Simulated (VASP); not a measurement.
Here is a VASP 6.6.1 calculation.

The input INCAR:

```
  ALGO = Normal
  EDIFF = 1E-6
  ENCUT = 600
  GGA = RP
  GGA_COMPAT = F
  ISIF = 2
  ISMEAR = -1
  ISPIN = 2
  IVDW = 13
  LASPH = T
  LCHARG = F
  LMAXMIX = 4
  LORBIT = 11
  LREAL = F
  LWAVE = F
  MAGMOM = 1 0
  NBANDS = 19
  NELM = 200
  PREC = Accurate
  SIGMA = 0.05
```

The input KPOINTS:

```
k-points
0
Gamma
  11 11 11
```

File POSCAR:

```
NiO
1.0
    0.0000000000      2.0719018797      2.0719018797
    2.0719018797      0.0000000000      2.0719018797
    2.0719018797      2.0719018797      0.0000000000
Ni O
1 1
Direct
    0.0000000000      0.0000000000      0.0000000000
    0.5000000000      0.5000000000      0.5000000000
```

Potentials or basis: VASP PAW PBE potentials, release 64 (Ni, O).

Command:

```bash
$ cat potpaw_PBE.64/Ni/POTCAR potpaw_PBE.64/O/POTCAR > POTCAR
$ mpirun -np 1 vasp_std > vasp.out
```

Predict the pressure.

7.3 GPa.

What does it give for the site moments?

Ni +1.44; O +0.26 μB.

Estimate the dispersion energy per atom.

-0.680 eV.

Caveat: the PAW data sets were made with another functional, which shifts forces and pressure a little; a cell with one magnetic atom can't hold antiferromagnetic order, which such compounds often take; pairwise dispersion overbinds metals, which lowers pressure and volume.
